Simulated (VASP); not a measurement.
# VO2 (P4_2/mnm) in VASP: notebook

VO2 is run at these levels: PBE exchange alone, LDA, PBE; tasks: single point.

All numbers are computed with VASP 6.6.1; they aren't measurements. Logs are shortened: lines on timing, memory, paths and dates and some standing lists are left out, and cuts for length are marked.

## Step 1: The cell of the first run

It takes space group P4_2/mnm (No. 136, tetragonal). Conventional cell: a = 4.446 Å, b = 4.446 Å, c = 3.003 Å, α = 90.00°, β = 90.00°, γ = 90.00°. Within 2.5 Å of V (site symmetry mmm) lie 6 O at 1.88 to 1.96 Å. O (site symmetry m2m) has 3 V at 1.88 to 1.96 Å and 1 O at 2.52 Å within 2.6 Å.

## Step 2: Single point, PBE exchange alone, collinear spin, ferromagnetic start

INCAR reads:

```
SYSTEM = VO2
PREC = Accurate
ENCUT = 600
EDIFF = 1E-6
ISMEAR = -1
SIGMA = 0.05
LREAL = .False.
LASPH = .True.
NELM = 200
ALGO = Normal
ISIF = 2
LWAVE = .False.
LCHARG = .True.
ISPIN = 2
MAGMOM = 2 2 0 0 0 0
LORBIT = 11
LMAXMIX = 4
GGA = PE
ALDAC = 0.0
AGGAC = 0.0
LELF = .True.
LVHAR = .True.
NBANDS = 38
GGA_COMPAT = .False.
```

KPOINTS reads:

```
regular mesh
0
Gamma
  6 6 9
  0 0 0
```

POSCAR reads:

```
VO2
1.0
    4.4462864423      0.0000000000      0.0000000000
    0.0000000000      4.4462864423      0.0000000000
    0.0000000000      0.0000000000      3.0033037399
V O
2 4
Direct
    0.5000000000      0.5000000000      0.5000000000
    0.0000000000      0.0000000000      0.0000000000
    0.2003580000      0.7996420000      0.5000000000
    0.7996420000      0.2003580000      0.5000000000
    0.7003580000      0.7003580000      0.0000000000
    0.2996420000      0.2996420000      0.0000000000
```

Potentials or basis: VASP PAW PBE potentials, release 64 (V_sv, O).

Run with:

```sh
> cat potpaw_PBE.64/V_sv/POTCAR potpaw_PBE.64/O/POTCAR > POTCAR
> mpirun -np 1 vasp_std > vasp.out
```

OUTCAR:

```text
SYSTEM = VO2
   PREC = Accurate
   ENCUT = 600
   EDIFF = 1E-6
   ISMEAR = -1
   LREAL = .False.
   LASPH = .True.
   NELM = 200
   ISIF = 2
   ISPIN = 2
   LORBIT = 11
   GGA = PE

 ion  position               nearest neighbor table
   1  0.500  0.500  0.500-   3 1.88   4 1.88   5 1.96   6 1.96   5 1.96   6 1.96
   2  0.000  0.000  0.000-   5 1.88   6 1.88   3 1.96   4 1.96   3 1.96   4 1.96
   3  0.200  0.800  0.500-   1 1.88   2 1.96   2 1.96
   4  0.800  0.200  0.500-   1 1.88   2 1.96   2 1.96
   5  0.700  0.700  0.000-   2 1.88   1 1.96   1 1.96
   6  0.300  0.300  0.000-   2 1.88   1 1.96   1 1.96

  LATTYP: Found a simple tetragonal cell.
 ALAT       =     4.4462864423
 C/A-ratio  =     0.6754633960

  Lattice vectors:

 A1 = (   4.4462864423,   0.0000000000,   0.0000000000)
 A2 = (   0.0000000000,   4.4462864423,   0.0000000000)
 A3 = (   0.0000000000,   0.0000000000,   3.0033037399)

Analysis of symmetry for initial positions (statically):
=====================================================================
 Subroutine PRICEL returns:
 Original cell was already a primitive cell.

 Routine SETGRP: Setting up the symmetry group for a
 simple tetragonal supercell.

 Subroutine GETGRP returns: Found 16 space group operations
 (whereof  8 operations were pure point group operations)
 out of a pool of 16 trial point group operations.

The static configuration has the point symmetry D_2h.
 The point group associated with its full space group is D_4h.

Analysis of symmetry for dynamics (positions and initial velocities):
=====================================================================
 Subroutine PRICEL returns:
 Original cell was already a primitive cell.

 Routine SETGRP: Setting up the symmetry group for a
 simple tetragonal supercell.

 Subroutine GETGRP returns: Found 16 space group operations
 (whereof  8 operations were pure point group operations)
 out of a pool of 16 trial point group operations.

The dynamic configuration has the point symmetry D_2h.
 The point group associated with its full space group is D_4h.

Analysis of structural, dynamic, and magnetic symmetry:
=====================================================================
 Subroutine PRICEL returns:
 Original cell was already a primitive cell.

 Routine SETGRP: Setting up the symmetry group for a
 simple tetragonal supercell.

 Subroutine GETGRP returns: Found 16 space group operations
 (whereof  8 operations were pure point group operations)
 out of a pool of 16 trial point group operations.

The overall configuration has the point symmetry D_2h.
 The point group associated with its full space group is D_4h.

 Subroutine INISYM returns: Found 16 space group operations
 (whereof  8 operations are pure point group operations),
 and found     1 'primitive' translations

----------------------------------------------------------------------------------------

                                     Primitive cell

  volume of cell :      59.3737

  direct lattice vectors                    reciprocal lattice vectors
     4.446286442  0.000000000  0.000000000     0.224906787  0.000000000  0.000000000
     0.000000000  4.446286442  0.000000000     0.000000000  0.224906787  0.000000000
     0.000000000  0.000000000  3.003303740     0.000000000  0.000000000  0.332966655

  length of vectors
     4.446286442  4.446286442  3.003303740     0.224906787  0.224906787  0.332966655

  position of ions in fractional coordinates (direct lattice)
     0.500000000  0.500000000  0.500000000
     0.000000000  0.000000000  0.000000000
     0.200358000  0.799642000  0.500000000
     0.799642000  0.200358000  0.500000000
     0.700358000  0.700358000  0.000000000
     0.299642000  0.299642000  0.000000000

  ion indices of the primitive-cell ions
   primitive index   ion index
                 1           1
                 2           2
                 3           3
                 4           4
                 5           5
                 6           6

----------------------------------------------------------------------------------------

 KPOINTS: regular mesh

Automatic generation of k-mesh.
 Grid dimensions read from file:
 generate k-points for:    6    6    9

 Generating k-lattice:

  Cartesian coordinates                     Fractional coordinates (reciprocal lattice)
     0.037484465  0.000000000  0.000000000     0.166666667  0.000000000  0.000000000
     0.000000000  0.037484465  0.000000000     0.000000000  0.166666667  0.000000000
     0.000000000  0.000000000  0.036996295     0.000000000  0.000000000  0.111111111

  Length of vectors
     0.037484465  0.037484465  0.036996295

  Shift w.r.t. Gamma in fractional coordinates (k-lattice)
     0.000000000  0.000000000  0.000000000

 Subroutine IBZKPT returns following result:
 ===========================================

 Found     50 irreducible k-points:

 Following reciprocal coordinates:
            Coordinates               Weight
  0.000000  0.000000  0.000000      1.000000
  0.166667  0.000000  0.000000      4.000000
  0.333333  0.000000  0.000000      4.000000
  0.500000  0.000000  0.000000      2.000000
  0.166667  0.166667  0.000000      4.000000
  0.333333  0.166667  0.000000      8.000000
[... 16 lines left out ...]
  0.333333  0.000000  0.222222      8.000000
  0.500000  0.000000  0.222222      4.000000
 [... further k-points ...]
   k-points           NKPTS =     50   k-points in BZ     NKDIM =     50   number of bands    NBANDS=     38
   number of dos      NEDOS =    301   number of ions     NIONS =      6
   total plane-waves  NPLWV =  31104
   dimension x,y,z NGX =    36 NGY =   36 NGZ =   24
   dimension x,y,z NGXF=    72 NGYF=   72 NGZF=   48
   ions per type =               2   4
   NGX,Y,Z   is equivalent  to a cutoff of  13.46, 13.46, 13.29 a.u.
   NGXF,Y,Z  is equivalent  to a cutoff of  26.92, 26.92, 26.57 a.u.
 SYSTEM =  VO2
   PREC   = accura    normal or accurate (medium, high low for compatibility)
   ISTART =      0    job   : 0-new  1-cont  2-samecut
   ICHARG =      2    charge: 1-file 2-atom 10-const
   ISPIN  =      2    spin polarized calculation?
   LNONCOLLINEAR =      F non collinear calculations
   LSORBIT =      F    spin-orbit coupling
   LASPH  =      T    aspherical Exc in radial PAW
   ENCUT  =  600.0 eV  44.10 Ry    6.64 a.u.   8.88  8.88  6.00*2*pi/ulx,y,z
   NELM   =    200;   NELMIN=  2; NELMDL= -5     # of ELM steps
   EDIFF  = 0.1E-05   stopping-criterion for ELM
   LREAL  =      F    real-space projection
[... 7 lines left out ...]
   TEBEG  =    0.0;   TEEND  =   0.0 temperature during run
   PSTRESS=    0.0 pullay stress
   NELECT =      50.0000    total number of electrons
   NUPDOWN=      -1.0000    fix difference up-down
   EMIN   =  10.00;   EMAX   =-10.00  energy-range for DOS
   EFERMI =   0.00;   METHOD = LEGACY
   ISMEAR =    -1;   SIGMA  =   0.05  broadening in eV -4-tet -1-fermi 0-gaus
   EFERMI_NEDOS =   21; number of points for ismear=-14 and -15
   IALGO  =     38    algorithm
   IMIX   =      4    mixing-type and parameters
     AMIX     =   0.40;   BMIX     =  1.00
     AMIX_MAG =   1.60;   BMIX_MAG =  1.00
  volume/ion in A,a.u.               =       9.90        66.78
  Fermi-wavevector in a.u.,A,eV,Ry     =   1.545967  2.921453 32.518100  2.390013
  Thomas-Fermi vector in A             =   2.651270
   LORBIT       =     11    0 simple, 1 ext, 2 COOP (PROOUT), +10 PAW based schemes
   GGA     = PE    functional components
   LHFCALC =     F    Hartree Fock is set to
   AEXX    =    0.0000 exact exchange contribution
   IVDW    =     0    specifies the selected vdW correction
   LEPSILON=     F    determine dielectric tensor
   LRPA    =     F    only Hartree local field effects (RPA)
 spin polarized calculation
  energy-cutoff  :      600.00
  volume of cell :       59.37
 maximum number of plane-waves:      2012
 NGX is ok and might be reduce to    36
   NGX = 17   NGY = 17   NGZ = 11

 number of electron      50.0000012 magnetization       2.0000472

 Free energy of the ion-electron system (eV)
  ---------------------------------------------------
  ext. energy  EPLUGINS =         0.00000000
  ---------------------------------------------------
  free energy    TOTEN  =       -44.58831221 eV

  energy without entropy =      -44.54507457  energy(sigma->0) =      -44.56669339

 E-fermi :   7.6590     XC(G=0): -10.0386

 val. band max:        7.6564163580   @ k =   0.0000   0.0000   0.1111
 cond. band min:       7.6653266981   @ k =   0.1667   0.1667   0.4444
 fundamental gap:      0.0089103401
 Fermi energy:         7.6589778828

 spin component 1

 k-point     1 :       0.0000    0.0000    0.0000
  band No.  band energies     occupation
      1     -58.2868      1.00000
      2     -58.2762      1.00000
      3     -32.1741      1.00000
      4     -32.1741      1.00000
      5     -32.1062      1.00000
      6     -32.0815      1.00000
[... 949 lines left out ...]
     36      18.1661      0.00000
     37      21.2265      0.00000

 [... further k-points ...]

 spin component 2

 k-point     1 :       0.0000    0.0000    0.0000
  band No.  band energies     occupation
      1     -56.9535      1.00000
      2     -56.9421      1.00000
      3     -30.9562      1.00000
      4     -30.9562      1.00000
      5     -30.7646      1.00000
      6     -30.7373      1.00000
[... 949 lines left out ...]
     36      18.3073      0.00000
     37      21.6368      0.00000

 [... further k-points ...]

 [bands above 37 left out]

------------------------ aborting loop because EDIFF is reached ----------------------------------------

  FORCE on cell =-STRESS in cart. coord.  units (eV):
  Direction    XX          YY          ZZ          XY          YZ          ZX
  --------------------------------------------------------------------------------------
  -------------------------------------------------------------------------------------
  Total       10.3732390     10.3732390      4.5571622      0.0000000      0.0000000      0.0000000
  in kB      279.9180050    279.9180050    122.9733308      0.0000000      0.0000000      0.0000000
  external PRESSURE =     227.6031136 kB  Pullay stress =       0.0000000 kB

 VOLUME and BASIS-vectors are now :
 -----------------------------------------------------------------------------
  energy-cutoff  :      600.00
  volume of cell :       59.37
      direct lattice vectors                 reciprocal lattice vectors
     4.446286442  0.000000000  0.000000000     0.224906787  0.000000000  0.000000000
     0.000000000  4.446286442  0.000000000     0.000000000  0.224906787  0.000000000
     0.000000000  0.000000000  3.003303740     0.000000000  0.000000000  0.332966655

 POSITION                                       TOTAL-FORCE (eV/Angst)
 -----------------------------------------------------------------------------------
      2.22314      2.22314      1.50165         0.000000     -0.000000      0.000000
      0.00000      0.00000      0.00000         0.000000     -0.000000      0.000000
      0.89085      3.55544      1.50165        -0.099150      0.099150     -0.000000
      3.55544      0.89085      1.50165         0.099150     -0.099150      0.000000
      3.11399      3.11399      0.00000        -0.099150     -0.099150      0.000000
      1.33229      1.33229      0.00000         0.099150      0.099150     -0.000000
 -----------------------------------------------------------------------------------
    total drift:                                0.000000      0.000000      0.000000

  FREE ENERGIE OF THE ION-ELECTRON SYSTEM (eV)
  ---------------------------------------------------
  free  energy   TOTEN  =       -44.5883122103 eV

  energy  without entropy=      -44.5450745680  energy(sigma->0) =      -44.56669339

 total charge

# of ion       s       p       d       tot
------------------------------------------
    1        2.276   6.321   2.874  11.471
    2        2.276   6.321   2.874  11.471
    3        1.567   3.495   0.000   5.062
    4        1.567   3.495   0.000   5.062
    5        1.567   3.495   0.000   5.062
    6        1.567   3.495   0.000   5.062
--------------------------------------------------
tot         10.817  26.623   5.748  43.188

 magnetization (x)

# of ion       s       p       d       tot
------------------------------------------
    1        0.017   0.014   1.091   1.122
    2        0.017   0.014   1.091   1.122
    3       -0.003  -0.083   0.000  -0.086
    4       -0.003  -0.083   0.000  -0.086
    5       -0.003  -0.083   0.000  -0.086
    6       -0.003  -0.083   0.000  -0.086
--------------------------------------------------
tot          0.022  -0.303   2.181   1.901
```

Run time: 3 min. Hardware: 1 thread of Oxide Virtual Turin-like, shared host; peak memory 0.29 GiB.

Results:

```yaml
Free_energy: -44.5883 eV
Pressure: 22.8 GPa
Largest_force: 0.140 eV/Å
Band_gap_on_the_k_mesh: zero (filled and empty bands overlap)
Net_moment: 2.00 μB per cell
Site_moments: V +1.12; O -0.09 μB
Valence_electrons_inside_the_program's_atomic_spheres: V 11.47; O 5.06
```

Forces in eV/Å, atoms in the order of the input:
```
V    0.000  0.000  0.000
V    0.000  0.000  0.000
O   -0.099  0.099  0.000
O    0.099 -0.099  0.000
O   -0.099 -0.099  0.000
O    0.099  0.099  0.000
```

Stress tensor (GPa, compression positive):
```
27.99  0.00  0.00
 0.00 27.99  0.00
 0.00  0.00 12.30
```

Caveat: the stress differs along the axes, from 12 to 28 GPa; semilocal functionals often make such compounds metallic where correlation or magnetic order opens a gap, which also shifts bond lengths.

(Part 1 of 2 ends here.)
